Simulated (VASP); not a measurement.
Write the native input for VASP 6.6.1 that does the following.

```yaml
Task: single point
Functional: LDA
Potentials_or_basis: VASP PAW LDA potentials, release 64 (Ge_d)
Cutoff: 520 eV
k_mesh: 10 × 10 × 10
Occupations: gaussian, width 0.3 eV
Spin: no spin polarisation
Dipole_correction: no
Further_INCAR_settings: ALGO = Normal; EDIFF = 1e-06; NBANDS = 21
```

The structure of Ge lies in POSCAR:

```
Ge
1.0
    0.0000000000      2.8147752533      2.8147752533
    2.8147752533      0.0000000000      2.8147752533
    2.8147752533      2.8147752533      0.0000000000
Ge
2
Direct
    0.5000000000      0.5000000000      0.5000000000
    0.7500000000      0.7500000000      0.7500000000
```

One way to write it, as run:

INCAR

```
ALGO     = Normal         # electronic algorithm
EDIFF    = 1E-6           # SCF threshold, eV
ENCUT    = 520            # plane-wave cutoff, eV
ISIF     = 2              # what is computed and relaxed
ISMEAR   = 0              # smearing method
LASPH    = T              # aspherical terms in the spheres
LCHARG   = F              # write CHGCAR
LREAL    = F              # projectors in reciprocal space
LWAVE    = F              # write WAVECAR
NBANDS   = 21             # bands
NELM     = 100            # most SCF steps
PREC     = Accurate       # precision mode
SIGMA    = 0.3            # smearing width, eV
```

KPOINTS

```
k-points
0
Gamma
  10 10 10
```

Potentials or basis: VASP PAW LDA potentials, release 64 (Ge_d).

Run with:

```bash
$ cat potpaw_LDA.64/Ge_d/POTCAR > POTCAR
$ mpirun -np 1 vasp_std > vasp.out
```

Results of the run:

- Pressure: 0.0 GPa
- Band gap on the k mesh: zero (filled and empty bands touch)

Caveat: so wide a smearing shifts energies and pressures; semilocal functionals underestimate gaps, and a narrow one can read as zero.

Run time: 21 s on 1 thread of Intel(R) Xeon(R) 6975P-C (Granite Rapids), with other jobs on the host, peak memory 0.16 GiB.
